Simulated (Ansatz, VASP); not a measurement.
# Two plane-wave programs on LiF

```xyz
2
Lattice="0.0000 2.0543 2.0140 2.0543 0.0000 2.0140 2.0543 2.0543 0.0000" Properties=species:S:1:pos:R:3 pbc="T T T"
Li    0.0000    0.0000    0.0000
F     2.0543    2.0543    2.0140
```

Change from the starting cell: equal xx and yy strain of +2 %, PAW files.

Alike in both runs: task electric field gradients; functional LDA; k mesh 10 × 10 × 10; occupations fermi-dirac, width 0.03 eV; no spin polarisation.

|  | VASP | Ansatz |
| --- | --- | --- |
| version | VASP 6.6.1 | Ansatz 0.2.0 |
| potentials or method | VASP PAW LDA potentials, release 64 (Li_sv, F) | PAW with Ansatz's default frozen-core files, scalar-relativistic |
| plane-wave cutoff (eV) | 520 | 420 |
| valence electrons in the cell | 10 | 10 |

|  | VASP | Ansatz | Ansatz less VASP |
| --- | --- | --- | --- |
| gap on the k mesh at the Fermi level (eV) | 8.47 | 8.48 | +0.010 |
| size of Vzz on the site where it differs most (V/Å²) | 0.6 | 0.4 | -0.16 |

LDA's correlation is that of Perdew and Zunger in VASP and of Perdew and Wang (1992) in Ansatz.

Noted on VASP's run: the cutoff is short for stress, so the pressure is rough.
